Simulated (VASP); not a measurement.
# TaSi2 in VASP: notebook, part 2 of 2

VASP 6.6.1. The steps go on from the part before.

**3. Single point, PBE**

File INCAR:

```
SYSTEM = TaSi2
PREC = Accurate
ENCUT = 520
EDIFF = 1E-6
ISMEAR = -1
SIGMA = 0.1999
LREAL = Auto
LASPH = .TRUE.
NELM = 60
ALGO = Normal
ISIF = 2
LWAVE = .FALSE.
LCHARG = .FALSE.
GGA = PE
NBANDS = 94
ISYM = 0
```

File KPOINTS:

```
Automatic mesh
0
Gamma
  1 1 1
  0.25 0.25 0.25
```

File POSCAR:

```
TaSi2
1.0
    7.2389490000     -0.0789630000     -0.1139910000
   -0.0789630000      7.5148510000      0.0255970000
   -0.1139910000      0.0255970000      7.3977730000
Si Ta
16 8
Direct
    0.3030632786      0.8550101974      0.4630053923
    0.5341374273      0.7928124054      0.1720903359
    0.4240786195      0.8320303553      0.8082733364
   -0.0242748176      0.0030908257      0.5910885308
    0.6615235078      0.3451460796      0.8370324450
    0.8017439189      0.8594278566      0.3106152103
    0.1138728262      0.9390843490      0.1504387517
    0.1864790479      0.2717674675      0.3775801855
    0.1905418293      0.5984892950      0.5829150912
    0.5348828007      0.4117856754      0.1378659966
    0.4937827320      0.0913914477      0.3722879089
    0.0458178118      0.7840387349      0.8441083254
    0.3797530990      0.5329635944      0.8457414368
    0.5438651690      1.0653677141      0.6834626471
    0.1215990629      0.2665373808      0.0654422137
    0.8602495004      0.5599733519      0.3504933259
    0.8610543028      0.2143590458      0.3114873209
    0.7063513109      0.7205140624      0.6398326488
    0.4806550708      0.4010869951      0.5096675349
    0.9700271078      0.3351498980      0.6874518221
    0.4382354254      0.0981425547      0.0250306058
    0.8652551017      0.5712921350      1.0190595101
    0.8467474119      0.0304734738      0.9555846813
    0.2362239015      0.6047404982      0.1708876247
```

Potentials or basis: VASP PAW PBE potentials, release 64 (Si, Ta_pv).

The run is started by

```sh
> cat potpaw_PBE.64/Si/POTCAR potpaw_PBE.64/Ta_pv/POTCAR > POTCAR
> mpirun -np 1 vasp_std > vasp.out
```

OUTCAR:

```text
SYSTEM = TaSi2
   PREC = Accurate
   ENCUT = 520
   EDIFF = 1E-6
   ISMEAR = -1
   LREAL = Auto
   LASPH = .TRUE.
   NELM = 60
   ISIF = 2
   GGA = PE
   ISYM = 0

 ion  position               nearest neighbor table
   1  0.303  0.855  0.463-   9 2.26  11 2.33   3 2.68   7 2.73   2 2.81  14 2.82   4 2.83  24 2.90
                            18 3.34
   2  0.534  0.793  0.172-   6 2.21  24 2.55  21 2.63  11 2.72   3 2.80   1 2.81  10 2.88  22 3.19
                            23 3.30
   3  0.424  0.832  0.808-  14 2.15  13 2.28  21 2.57  18 2.58   1 2.68  12 2.78   2 2.80   9 2.91
[... 25 lines left out ...]
  16  0.860  0.560  0.350-   6 2.31  22 2.45  17 2.62  18 2.74   9 2.91  10 2.99  24 3.08  20 3.09
                            19 3.23
  17  0.861  0.214  0.311-   8 2.42  16 2.62  15 2.68   6 2.69   4 2.72  11 2.84  23 2.98  20 3.01
                            10 3.06   7 3.06  22 3.43  19 3.49
  18  0.706  0.721  0.640-   3 2.58  16 2.74   6 2.75  12 2.88   4 2.88  14 2.89  19 3.02  13 3.15
                             5 3.18  22 3.20   1 3.34  23 3.43  20 3.51
  19  0.481  0.401  0.510-   8 2.50  11 2.55   9 2.67   5 2.75  10 2.79  13 2.81  14 2.86  18 3.02
                            16 3.23  24 3.40  17 3.49
[... 187 lines left out ...]
      3     -27.1393      2.00000
      4     -27.1263      2.00000
      5     -27.0897      2.00000
      6     -27.0816      2.00000
[... 80 lines left out ...]
     87       9.1102      0.00102
     88       9.2028      0.00064
 [bands above 88 left out]

------------------------ aborting loop because EDIFF is reached ----------------------------------------

  FORCE on cell =-STRESS in cart. coord.  units (eV):
  Direction    XX          YY          ZZ          XY          YZ          ZX
  --------------------------------------------------------------------------------------
  -------------------------------------------------------------------------------------
  Total       -3.2883274      1.7230570     -5.3633324      7.1549626     -5.3920776      2.5731816
  in kB      -13.0962981      6.8623542    -21.3603425     28.4958009    -21.4748248     10.2481136
  external PRESSURE =      -9.1980955 kB  Pullay stress =       0.0000000 kB

 VOLUME and BASIS-vectors are now :
 -----------------------------------------------------------------------------
  energy-cutoff  :      520.00
  volume of cell :      402.29
      direct lattice vectors                 reciprocal lattice vectors
     7.238949000 -0.078963000 -0.113991000     0.138190813  0.001444817  0.002124359
    -0.078963000  7.514851000  0.025597000     0.001444817  0.133086512 -0.000438229
    -0.113991000  0.025597000  7.397773000     0.002124359 -0.000438229  0.135210066

 POSITION                                       TOTAL-FORCE (eV/Angst)
 -----------------------------------------------------------------------------------
      2.07357      6.41320      3.41255        -0.472716      0.147251     -0.587183
      3.78437      5.92010      1.23249        -0.821410     -0.155038     -0.846526
      2.91205      6.23979      5.95238        -1.353607     -0.769422      1.431250
      6.99560     -0.03869      4.26159        -0.076242     -0.195408      0.287591
      4.66607      2.56291      6.12560        -0.644675     -0.395805      0.349731
      5.70051      6.40312      2.22847         0.836758      0.931150      0.521444
[... 16 lines left out ...]
      6.01823      0.18660      6.97346        -1.584845      0.924367     -1.234756
      1.64278      4.53026      1.25274         0.172485     -0.337645      0.726953
 -----------------------------------------------------------------------------------
    total drift:                                0.002168     -0.005174     -0.001435

  FREE ENERGIE OF THE ION-ELECTRON SYSTEM (eV)
  ---------------------------------------------------
  free  energy   TOTEN  =      -175.7030883304 eV

  energy  without entropy=     -173.9382914270  energy(sigma->0) =     -174.82068988
```

stdout:

```text
POSCAR found type information on POSCAR SiTa
 POSCAR found :  2 types and      24 ions
 scaLAPACK will be used
 LDA part: xc-table for (Slater+PW92), standard interpolation
 POSCAR, INCAR and KPOINTS ok, starting setup
 FFT: planning ... GRIDC
 FFT: planning ... GRID_SOFT
 FFT: planning ... GRID
 WAVECAR not read
 entering main loop
```

Wall time 82 s (1 thread of Intel Xeon Platinum 8488C (Sapphire Rapids), shared host); peak memory 0.39 GiB.

What came out:

| Quantity | Value |
| --- | --- |
| Free energy | -175.7031 eV |
| Pressure | -0.9 GPa |
| Largest force | 2.753 eV/Å |
| Band gap on the k mesh | 0.15 eV |

Forces in eV/Å, atoms in the order of the input:
```
Si  -0.473  0.147 -0.587
Si  -0.821 -0.155 -0.847
Si  -1.354 -0.769  1.431
Si  -0.076 -0.195  0.288
Si  -0.645 -0.396  0.350
Si   0.837  0.931  0.521
Si   0.916 -0.473  0.607
Si   1.078  0.319  1.220
Si  -0.853 -1.041 -1.215
Si   1.014  0.427  0.563
Si   0.521  0.177 -1.361
Si   1.350  0.051 -0.582
Si   0.336 -1.113  0.452
Si   1.658  2.094 -0.147
Si  -1.261  0.718 -1.605
Si   0.103 -1.338  2.403
Ta  -2.578 -0.493 -0.689
Ta   0.757 -0.181  0.392
Ta   1.050  0.667  0.998
Ta   0.154  0.280 -1.290
Ta  -0.053 -0.107 -0.354
Ta  -0.249 -0.137 -0.041
Ta  -1.585  0.924 -1.235
Ta   0.172 -0.338  0.727
```

Stress tensor (GPa, compression positive):
```
-1.31  2.85  1.02
 2.85  0.69 -2.15
 1.02 -2.15 -2.14
```

Caveat: the k points lie up to 0.87 Å⁻¹ apart; spin-orbit coupling is left out, which moves the levels of the heavy elements.

**4. Single point, PBE**

File INCAR:

```
SYSTEM = TaSi2
  ALGO = Normal
  EDIFF = 1E-7
  ENCUT = 520
  GGA = PE
  ISIF = 2
  ISMEAR = -1
  ISYM = 0
  LASPH = .TRUE.
  LCHARG = .FALSE.
  LREAL = Auto
  LWAVE = .FALSE.
  NBANDS = 94
  NELM = 80
  PREC = Accurate
  SIGMA = 0.1112
```

KPOINTS is that of step 3.

File POSCAR:

```
TaSi2
1.0
    7.2389490000     -0.0789630000     -0.1139910000
   -0.0789630000      7.5148510000      0.0255970000
   -0.1139910000      0.0255970000      7.3977730000
Si Ta
16 8
Direct
    0.3409212161      0.8430327776      0.4492889739
    0.5842008079      0.7909420016      0.0971190778
    0.3860315785      0.7636745173      0.7909912009
    1.0304433809     -0.0128692544      0.5312899822
    0.6450804830      0.3649539120      0.8303011790
    0.6921481505      0.8465341936      0.3644084408
   -0.0089069487      0.8849006367      0.1618254421
    0.2085944701      0.2413378869      0.3454304919
    0.1236959096      0.6363249509      0.5605815711
    0.5665858004      0.3771226062      0.1736188005
    0.5373224151      0.1122325289      0.3132733464
    0.0547664437      0.7634507133      0.8570600685
    0.2923452216      0.4451739282      0.8108261239
    0.5611340672      0.0809742380      0.6593935142
    0.1116774506      0.2660892548      0.0373201689
    0.8903113035      0.5063253813      0.3811717479
    0.8807565998      0.1966259134      0.2956104887
    0.7155171165      0.6800400445      0.6667097688
    0.5032797845      0.4094014392      0.5093044782
    0.9625132139      0.3410583567      0.6899323314
    0.4209146729      0.1126660144     -0.0315515801
    0.8845898271      0.5403101455      0.0294420983
    0.8592656143      0.0617512949      0.8928941046
    0.2456461376      0.6495165300      0.1522057752
```

The run is started by

```sh
> cat potpaw_PBE.64/Si/POTCAR potpaw_PBE.64/Ta_pv/POTCAR > POTCAR
> mpirun -np 1 vasp_std > vasp.out
```

Run time: 92 s. Hardware: 1 thread of Intel Xeon Platinum 8488C (Sapphire Rapids), shared host; peak memory 0.39 GiB.

It converged, with:

```yaml
Free_energy: -175.2312 eV
Pressure: 0.1 GPa
Largest_force: 3.306 eV/Å
Band_gap_on_the_k_mesh: 0.12 eV
```

Forces in eV/Å, atoms in the order of the input:
```
Si   0.154  0.335 -0.189
Si  -0.715 -0.593 -3.173
Si   0.087  0.420  0.592
Si  -0.148  0.123  1.175
Si  -0.460 -0.573  1.071
Si   1.802  0.302  2.628
Si   0.441  0.275  0.588
Si   1.927  0.475  0.984
Si   0.397  0.003 -0.181
Si   0.681  1.870 -2.130
Si  -1.431 -0.972  0.444
Si   0.579  1.751 -0.972
Si   0.208 -0.212  0.436
Si   0.628 -0.047 -0.410
Si   0.176  0.584 -0.443
Si  -1.354  1.545  0.432
Ta  -1.808 -1.532 -0.671
Ta   1.022  1.022  0.506
Ta  -0.711  0.080 -0.207
Ta   1.062 -0.578 -1.632
Ta  -0.548 -0.522  0.241
Ta  -1.269 -0.911  1.302
Ta  -1.026 -1.479 -0.507
Ta   0.307 -1.368  0.117
```

Stress tensor (GPa, compression positive):
```
-0.67  4.63  0.34
 4.63 -2.18 -2.08
 0.34 -2.08  3.02
```

Levels at points of the mesh, in eV from the valence-band top:
```tsv
k point	band 72	band 73	band 74	band 75	band 76	band 77	band 78	band 79	band 80	band 81
(0.25, 0.25, 0.25)	-0.70	-0.53	-0.38	-0.25	0.00	0.12	0.24	0.36	0.48	0.61
```

Caveat: the k points lie up to 0.87 Å⁻¹ apart; spin-orbit coupling is left out, which moves the levels of the heavy elements.

**5. Single point, PBE**

File INCAR:

```
PREC = Accurate ; ENCUT = 520
EDIFF = 1E-7 ; ISMEAR = -1
SIGMA = 0.1112 ; LREAL = Auto
LASPH = T ; NELM = 100
ALGO = Normal ; ISIF = 2
LWAVE = F ; LCHARG = F
GGA = PE ; ISYM = 0
NBANDS = 94
```

KPOINTS is that of step 4.

File POSCAR:

```
TaSi2
1.0
    7.2389490000     -0.0789630000     -0.1139910000
   -0.0789630000      7.5148510000      0.0255970000
   -0.1139910000      0.0255970000      7.3977730000
Si Ta
16 8
Direct
    0.4939162697      0.7945181461      0.4204643382
    0.5669720079      0.7482906982      0.0280388043
    0.3847968006      0.8215710872      0.7332657567
    1.0557178117     -0.0181261662      0.5752269372
    0.6632746423      0.3062144500      0.8512399838
    0.8126242405      0.8425625883      0.3187458949
    0.1280456439      0.9538683932      0.1551751969
    0.1997352017      0.1833448841      0.3943511022
    0.2003018590      0.6173085559      0.5164127586
    0.5830838920      0.4277475018      0.1836665255
    0.4905401382      0.1146399749      0.3476654017
    0.1199222512      0.7362762472      0.8608090021
    0.3462401633      0.4470456179      0.8740849761
    0.7117269683      0.0616647591      0.6121271950
    0.1237601290      0.2826061281      0.0472917555
    0.8287957189      0.5167646667      0.4099591360
    0.8515309403      0.1758844429      0.2647988455
    0.7229722935      0.6780589821      0.6828081990
    0.4948544554      0.3867382853      0.5479393075
    0.9732105933      0.3454239017      0.6838096321
    0.4154796055      0.0660290211     -0.0235472498
    0.8994152803      0.6091287310      0.0683625165
    0.8469837134     -0.0042380760      0.9267447112
    0.2761513599      0.6327271550      0.1747644666
```

The run is started by

```sh
> cat potpaw_PBE.64/Si/POTCAR potpaw_PBE.64/Ta_pv/POTCAR > POTCAR
> mpirun -np 1 vasp_std > vasp.out
```

Wall time 98 s (1 thread of Intel Xeon Platinum 8488C (Sapphire Rapids), shared host); peak memory 0.39 GiB.

Results (log left out):

```
Free energy            : -177.5795 eV
Pressure               : -4.3 GPa
Largest force          : 2.673 eV/Å
Band gap on the k mesh : 0.14 eV
```

Forces in eV/Å, atoms in the order of the input:
```
Si  -0.218  0.140  0.066
Si   1.064  0.881 -0.202
Si   1.058  0.649 -0.544
Si  -1.218 -0.966  1.151
Si   0.858 -0.101  1.463
Si   0.151 -0.415 -0.070
Si  -0.153 -0.551  0.238
Si  -1.228  1.912  0.179
Si  -0.598 -0.741  0.549
Si  -0.103 -0.169 -0.342
Si   1.307 -1.963 -1.258
Si  -0.934  0.295 -0.808
Si  -0.156 -0.287 -0.359
Si  -0.369  0.540 -0.910
Si  -0.891  0.193  0.076
Si   1.170 -0.598 -0.755
Ta  -0.694  2.219  1.310
Ta   0.201  0.368  1.178
Ta  -0.671  1.757 -0.322
Ta   0.566 -0.682 -0.753
Ta   0.741 -0.058  0.021
Ta  -1.094 -1.860  0.907
Ta   0.896 -0.030 -0.206
Ta   0.312 -0.535 -0.609
```

Stress tensor (GPa, compression positive):
```
-3.26 -0.43 -1.08
-0.43 -6.33 -0.82
-1.08 -0.82 -3.42
```

Levels at points of the mesh, in eV from the valence-band top:
| k point | band 74 | band 75 | band 76 | band 77 | band 78 | band 79 |
| --- | --- | --- | --- | --- | --- | --- |
| (0.25, 0.25, 0.25) | -0.32 | -0.13 | 0.00 | 0.14 | 0.35 | 0.51 |

Caveat: the k points lie up to 0.87 Å⁻¹ apart; spin-orbit coupling is left out, which moves the levels of the heavy elements.
